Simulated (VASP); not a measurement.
A run of VASP 6.6.1 is set up as follows.

File POSCAR:

```
ZrC
1.0
    0.0000000000      2.3650000000      2.3650000000
    2.3650000000      0.0000000000      2.3650000000
    2.3650000000      2.3650000000      0.0000000000
Zr C
1 1
Direct
    0.5000000000      0.5000000000      0.5000000000
    0.0000000000      0.0000000000      0.0000000000
```

INCAR.step1

```
SYSTEM = ZrC
PREC = Accurate ; ENCUT = 520
EDIFF = 1E-5 ; ISMEAR = -1
SIGMA = 0.1 ; LREAL = .False.
LASPH = .True. ; NELM = 120
ALGO = Normal ; ISIF = 2
LWAVE = .True. ; LCHARG = .False.
GGA = PE ; NBANDS = 15
GGA_COMPAT = .False.
```

The input INCAR.step2:

```
SYSTEM = ZrC
PREC = Accurate ; ENCUT = 520
EDIFF = 1E-6 ; ISMEAR = -1
SIGMA = 0.1 ; LREAL = .False.
LASPH = .True. ; NELM = 120
ALGO = Normal ; ISIF = 2
LWAVE = .False. ; LCHARG = .False.
GGA = PE ; LHFCALC = .True.
AEXX = 0.25 ; PRECFOCK = Normal
IVDW = 13 ; ISTART = 1
NBANDS = 15 ; GGA_COMPAT = .False.
```

File KPOINTS:

```
Automatic mesh
0
Gamma
  5 5 5
  0 0 0
```

Potentials or basis: VASP PAW PBE potentials, release 64 (Zr_sv, C).

Launch:

```sh
$ cat potpaw_PBE.64/Zr_sv/POTCAR potpaw_PBE.64/C/POTCAR > POTCAR
$ cp INCAR.step1 INCAR
$ mpirun -np 1 vasp_std > vasp.out
$ cp INCAR.step2 INCAR
$ mpirun -np 1 vasp_std > vasp.out
```

Task: Estimate the dispersion energy per atom.

Result: -0.232 eV.

Task: What does it give for the pressure?

Result: -8.1 GPa.

Task: Predict the band gap on the k mesh.

Result: Zero (bands 8 and 9 overlap by 1.75 eV).

Caveat: the k points lie up to 0.46 Å⁻¹ apart, too coarse for converged energies and pressures of a metal; the PAW data sets were made with another functional, which shifts forces and pressure a little.
